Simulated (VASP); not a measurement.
# WS2: relaxation of cell and atoms with PBEsol+D3(BJ)

Crystal: WS2.

```
W S
1.0
     2.88194    0.00000    0.00000
    -1.44097    2.49584    0.00000
     0.00000    0.00000    5.77931
W S
1 2
Direct
  0.33333 0.66667 0.00000
  0.66667 0.33333 0.73244
  0.66667 0.33333 0.26756
```

```yaml
Program: VASP 6.6.1
Task: relaxation of cell and atoms
Functional: PBEsol
Dispersion: D3(BJ)
Potentials_or_basis: VASP PAW PBE potentials, release 64 (W_sv, S)
Cutoff: 600 eV
k_mesh: 12 × 12 × 6
Occupations: gaussian, width 0.02 eV
Spin: no spin polarisation
Target_pressure: 50 GPa
Dipole_correction: no
Further_INCAR_settings: ALGO = Normal; EDIFF = 1e-06; IBRION = 2; EDIFFG = -0.008; NSW = 70; ISIF = 3
```

```
Relaxed volume                                         : 13.61 Å³/atom
Relaxed cell                                           : a = 2.861 Å, b = 2.861 Å, c = 5.761 Å, α = 90.00°, β = 90.00°, γ = 120.00°
Space group after relaxing (to 0.05 Å)                 : P-6m2 (No. 187)
Energy change on relaxing (the enthalpy is what falls) : +46.0 meV/atom
Ionic steps                                            : 15
Pressure after relaxing                                : 50.0 GPa
Largest force after relaxing                           : 0.004 eV/Å
Band gap on the k mesh                                 : zero (band 13 reaches 11.26 eV, above the bottom of band 14 at 11.22 eV)
Dispersion energy per atom                             : -0.506 eV
```

Forces in eV/Å, atoms in the order of the input:
```
W    0.000  0.000  0.000
S    0.000  0.000 -0.004
S    0.000  0.000  0.004
```

The path:
```tsv
step	energy change (eV)	largest force (eV/Å)	pressure (GPa)	volume (Å³)
1	0.0000	1.6877	52.37	41.57
2	-0.2799	1.7545	29.35	42.81
3	-0.1942	0.3030	43.11	42.01
4	0.6095	0.3792	58.79	39.49
5	0.1358	0.0133	49.85	40.85
6	0.1430	0.0073	50.00	40.83
7	0.1490	0.0432	50.44	40.80
8	0.1476	0.0371	50.36	40.81
9	0.1062	0.0719	48.94	40.94
10	0.1366	0.0070	49.91	40.84
11	0.1382	0.0122	50.01	40.84
12	0.1377	0.0107	50.04	40.84
13	0.1371	0.0093	50.03	40.84
14	0.1369	0.0083	50.01	40.84
15	0.1381	0.0035	49.99	40.84
```

Final structure:
```cif
data_structure
_symmetry_space_group_name_H-M 'P 1'
_symmetry_Int_Tables_number 1
_cell_length_a 2.8609
_cell_length_b 2.8609
_cell_length_c 5.7614
_cell_angle_alpha 90.000
_cell_angle_beta 90.000
_cell_angle_gamma 120.000
_cell_volume 40.84
loop_
_atom_site_label
_atom_site_type_symbol
_atom_site_fract_x
_atom_site_fract_y
_atom_site_fract_z
_atom_site_occupancy
W1 W 0.33333 0.66667 0.00000 1
S1 S 0.66667 0.33333 0.72286 1
S2 S 0.66667 0.33333 0.27714 1
```

Levels at points of the mesh, in eV from the Fermi level:
| k point | band 11 | band 12 | band 13 | band 14 | band 15 | band 16 |
| --- | --- | --- | --- | --- | --- | --- |
| (0.00, 0.00, 0.00) | -1.57 | -1.57 | -1.33 | 2.75 | 2.75 | 3.38 |
| (0.50, 0.00, 0.00) | -3.02 | -1.93 | -1.65 | 1.49 | 3.91 | 4.39 |
| (0.00, 0.00, 0.50) | -1.73 | -1.73 | 0.06 | 2.84 | 2.84 | 3.54 |
| (0.50, 0.00, 0.50) | -4.34 | -1.02 | -0.57 | 2.29 | 3.92 | 3.99 |

It took 2.7 min on 1 thread of Intel(R) Xeon(R) 6975P-C (Granite Rapids), on a shared host, peak memory 0.23 GiB.

Caveat: the cell is relaxed towards a set pressure, so the enthalpy falls and the energy may rise; the PAW data sets were made with another functional, which shifts forces and pressure a little; spin-orbit coupling is left out, which moves the levels of the heavy elements; pairwise dispersion overbinds metals, which lowers pressure and volume.
